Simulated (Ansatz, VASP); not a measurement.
# One calculation of LiF, two programs

```xyz
2
Lattice="0.0601 2.0550 2.0550 2.0550 0.0601 2.0550 2.0550 2.0550 0.0601" Properties=species:S:1:pos:R:3 pbc="T T T"
Li    0.0000    0.0000    0.0000
F     2.0850    2.0850    2.0850
```

Change from the starting cell: shear_111 strain +4.5%.

Alike in both runs: task single point; functional r2SCAN; k mesh 10 × 10 × 10; no spin polarisation.

|  | VASP | Ansatz |
| --- | --- | --- |
| version | VASP 6.6.1 | Ansatz 0.2.0 |
| potentials or method | VASP PAW PBE potentials, release 64 (Li_sv, F) | plane waves, PAW |
| plane-wave cutoff (eV) | 520 | 500 |
| occupations | gaussian, width 0.01 eV | fixed |
| valence electrons in the cell | 10 | 10 |

Ansatz gave:

| Item | Value |
| --- | --- |
| gap on the k mesh at the Fermi level (eV) | 9.82 |

**Question.** Estimate VASP's values.

**Answer.** gap on the k mesh at the Fermi level (eV): 10.02.

VASP's potentials were made for PBE, not for r2SCAN.

Noted on VASP's run: the cutoff is short for stress, so the pressure is rough.
